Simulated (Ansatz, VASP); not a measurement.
## Bi in VASP and in Ansatz

```
Bi
1.0
     2.25874    1.30408    4.01972
    -2.25874    1.30408    4.01972
     0.00000   -2.60816    4.01972
Bi
2
Direct
  0.23341 0.23341 0.23341
  0.76659 0.76659 0.76659
```

Alike in both runs: functional r2SCAN; dispersion D3(BJ); k mesh 12 × 12 × 12; occupations gaussian, width 0.1 eV; no spin polarisation.

Ansatz relaxed the structure, and its values are those at the end. VASP's run is a single point on that final structure, the one shown.

```csv
,VASP,Ansatz
version,VASP 6.6.1,Ansatz 0.2.0
potentials or method,"VASP PAW PBE potentials, release 64 (Bi_d), cutoff 520 eV","scalar-relativistic, plane waves, PAW"
valence electrons in the cell,30,30
```

VASP gave:

- gap on the k mesh at the Fermi level (eV): none
- pressure (GPa): 0.0
- rms of the force components (eV/Å): 0.005

Question: What did Ansatz give for the same quantities?

Answer: gap on the k mesh at the Fermi level (eV): none; pressure (GPa): 0.0; rms of the force components (eV/Å): 0.001.

VASP's potentials were made for PBE, not for r2SCAN. A gap of «none» marks a metal or a gap that the smearing closes. Ansatz's warnings: dispersion damping borrowed.

Spin-orbit coupling is off throughout.
